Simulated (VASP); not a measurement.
Ta: relaxation of cell and atoms with PBE

Crystal: Ta.

```
CELL_PARAMETERS angstrom
2.71000 0.00000 0.00000
0.00000 2.71000 0.00000
0.00000 0.00000 2.71000
ATOMIC_POSITIONS crystal
Ta 0.00000 0.00000 0.00000
```

| Quantity | Value |
| --- | --- |
| Program | VASP 6.6.1 |
| Task | relaxation of cell and atoms |
| Functional | PBE |
| Potentials or basis | VASP PAW PBE potentials, release 64 (Ta_pv) |
| Cutoff | 600 eV |
| k mesh | 17 × 17 × 17 |
| Occupations | fermi-dirac, width 0.05 eV |
| Spin | no spin polarisation |
| Target pressure | 40 GPa |
| Dipole correction | no |
| Further INCAR settings | ALGO = Normal; EDIFF = 1e-06; IBRION = 2; EDIFFG = -0.01; NSW = 80; ISIF = 3 |

```
Relaxed volume                                         : 17.09 Å³/atom
Relaxed cell                                           : a = 2.576 Å, b = 2.576 Å, c = 2.576 Å, α = 90.00°, β = 90.00°, γ = 90.00°
Space group after relaxing (to 0.05 Å)                 : Pm-3m (No. 221)
Energy change on relaxing (the enthalpy is what falls) : +366.8 meV/atom
Ionic steps                                            : 5
Pressure after relaxing                                : 40.0 GPa
```

Step by step:
```
step  energy change (eV)  largest force (eV/Å)  pressure (GPa)  volume (Å³)
   1              0.0000                0.0000            5.77        19.90
   2              8.0742                0.0000          454.29        10.00
   3              0.2493                0.0000           31.61        17.62
   4              0.3154                0.0000           36.46        17.31
   5              0.3668                0.0000           40.00        17.09
```

Final structure:
```
CELL_PARAMETERS angstrom
2.57588 0.00000 0.00000
0.00000 2.57588 0.00000
0.00000 0.00000 2.57588
ATOMIC_POSITIONS crystal
Ta 0.00000 0.00000 0.00000
```

Levels at points of the mesh, in eV from the Fermi level:
```csv
k point,band 4,band 5,band 6,band 7,band 8,band 9
"(0.00, 0.00, 0.00)",-7.93,-3.36,-3.36,7.61,7.61,7.61
```

It took 47 s on 1 thread of Intel Xeon 6975P-C (shared host), peak memory 0.19 GiB.

Caveat: the cell is relaxed towards a set pressure, so the enthalpy falls and the energy may rise; spin-orbit coupling is left out, which moves the levels of the heavy elements.
